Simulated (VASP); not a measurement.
Set up this calculation in VASP 6.6.1, as the native input.

| Property | Result |
| --- | --- |
| Task | single point |
| Functional | r2SCAN |
| Potentials or basis | VASP PAW PBE potentials, release 64 (Te) |
| Cutoff | 520 eV |
| k mesh | 10 × 10 × 8 |
| Occupations | fermi-dirac, width 0.1 eV |
| Spin | no spin polarisation |
| Dipole correction | no |
| Further INCAR settings | ALGO = Normal; EDIFF = 1e-06; NBANDS = 13 |

Te:

```xyz
2
Lattice="3.9493 0.0000 0.0000 -1.9747 3.4202 0.0000 0.0000 0.0000 4.2673" Properties=species:S:1:pos:R:3 pbc="T T T"
Te    0.0000    2.2802    1.0668
Te    1.9747    1.1401    3.2005
```

This cell differs from its parent crystal: volume scaled by 0.92.

The input as run:

POSCAR

```
Te
1.0
    3.9493386218      0.0000000000      0.0000000000
   -1.9746693109      3.4202275747      0.0000000000
    0.0000000000      0.0000000000      4.2672978369
Te
2
Direct
    0.3333333333      0.6666666667      0.2500000000
    0.6666666667      0.3333333333      0.7500000000
```

INCAR.step1

```
  PREC = Accurate
  ENCUT = 520
  ISMEAR = -1
  SIGMA = 0.1
  LREAL = False
  LASPH = True
  NELM = 80
  NBANDS = 13
  GGA = PE
  ALGO = Normal
  EDIFF = 1E-4
  LWAVE = True
  LCHARG = False
```

INCAR.step2

```
  PREC = Accurate
  ENCUT = 520
  EDIFF = 1E-6
  ISMEAR = -1
  SIGMA = 0.1
  LREAL = False
  LASPH = True
  NELM = 80
  ALGO = Normal
  ISIF = 2
  LWAVE = False
  LCHARG = False
  METAGGA = R2SCAN
  LMIXTAU = True
  NBANDS = 13
  ISTART = 1
```

KPOINTS

```
Automatic mesh
0
Gamma
  10 10 8
```

Potentials or basis: VASP PAW PBE potentials, release 64 (Te).

Launch:

```sh
$ cat potpaw_PBE.64/Te/POTCAR > POTCAR
$ cp INCAR.step1 INCAR
$ mpirun -np 1 vasp_std > vasp.out
$ cp INCAR.step2 INCAR
$ mpirun -np 1 vasp_std > vasp.out
```

Results of the run:

The pressure is 5.2 GPa and the band gap on the k mesh is zero (band 6 reaches 8.79 eV, above the bottom of band 7 at 6.84 eV).

Caveat: the PAW data sets were made with another functional, which shifts forces and pressure a little; spin-orbit coupling is left out, which moves the levels of the heavy elements.

It used 130 s of CPU time on 1 thread of AMD EPYC 7R13 Processor (Zen 3), with other jobs on the host.
